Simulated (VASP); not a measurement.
Wanted: the native input for a VASP 6.6.1 run.

```yaml
Task: single point
Functional: revPBE
Potentials_or_basis: VASP PAW PBE potentials, release 64 (Zn)
Cutoff: 520 eV
k_mesh: 13 × 13 × 13
Occupations: fermi-dirac, width 0.1 eV
Spin: no spin polarisation
Dipole_correction: no
Further_INCAR_settings: ALGO = Normal; EDIFF = 1e-06; NBANDS = 12
```

The structure of Zn lies in POSCAR:

```
Zn
1.0
    2.7314320952      0.0000000000      0.0000000000
    0.0000000000      2.7314320952      0.0000000000
    0.0000000000      0.0000000000      2.7314320952
Zn
1
Direct
    0.0000000000      0.0000000000      0.0000000000
```

This cell differs from its parent crystal: volume scaled by 1.08.

These files were run (other wordings do the same):

INCAR

```
PREC = Accurate
ENCUT = 520
EDIFF = 1E-6
ISMEAR = -1
SIGMA = 0.1
LREAL = F
LASPH = T
NELM = 60
ALGO = Normal
ISIF = 2
LWAVE = F
LCHARG = T
GGA = RE
LELF = T
LVHAR = T
NBANDS = 12
```

KPOINTS

```
Automatic mesh
0
Gamma
  13 13 13
```

Potentials or basis: VASP PAW PBE potentials, release 64 (Zn).

The run is started by

```sh
$ cat potpaw_PBE.64/Zn/POTCAR > POTCAR
$ mpirun -np 1 vasp_std > vasp.out
```

It gave:

```yaml
Pressure: -2.5 GPa
Band_gap_on_the_k_mesh: zero (band 6 reaches 5.49 eV, above the bottom of band 7 at -0.45 eV)
```

Caveat: the PAW data sets were made with another functional, which shifts forces and pressure a little.

Wall time 12 s on 1 thread of Intel(R) Xeon(R) Platinum 8259CL CPU @ 2.50GHz (Skylake/Cascade Lake), on a shared host, peak memory 0.13 GiB.
